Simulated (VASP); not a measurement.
## Fe: single point with PBE

Fe:

```
Fe
1.0
     0.00000    1.70173    1.70173
     1.70173    0.00000    1.70173
     1.70173    1.70173    0.00000
Fe
1
Direct
  0.00000 0.00000 0.00000
```

- Program: VASP 6.6.1
- Task: single point
- Functional: PBE
- Potentials or basis: VASP PAW PBE potentials, release 64 (Fe)
- Cutoff: 520 eV
- k mesh: 18 × 18 × 18
- Occupations: fermi-dirac, width 0.0612256 eV
- Spin: no spin polarisation

| Property | Result |
| --- | --- |
| Pressure | 11.9 GPa |
| Band gap on the k mesh | zero (band 4 reaches 8.58 eV, above the bottom of band 5 at 6.49 eV) |

Levels at points of the mesh, in eV from the Fermi level:
| k point | band 1 | band 2 | band 3 | band 4 | band 5 | band 6 | band 7 | band 8 |
| --- | --- | --- | --- | --- | --- | --- | --- | --- |
| (0.00, 0.00, 0.00) | -9.03 | -1.70 | -1.70 | -1.70 | -0.06 | -0.06 | 23.66 | 29.44 |
| (0.50, 0.00, 0.00) | -5.05 | -1.81 | -1.81 | 0.22 | 1.07 | 1.07 | 8.74 | 22.21 |
| (0.50, 0.50, 0.00) | -5.19 | -4.41 | 1.03 | 1.36 | 1.36 | 3.39 | 12.19 | 16.70 |

Run time: 28 s on 1 thread of Intel Xeon 6975P-C, on a shared host, peak memory 0.13 GiB.

Caveat: the run has no spin polarisation, though such a crystal can be magnetic. Spin polarisation is off, so any magnetic state and its effect on volume and gap are missing.
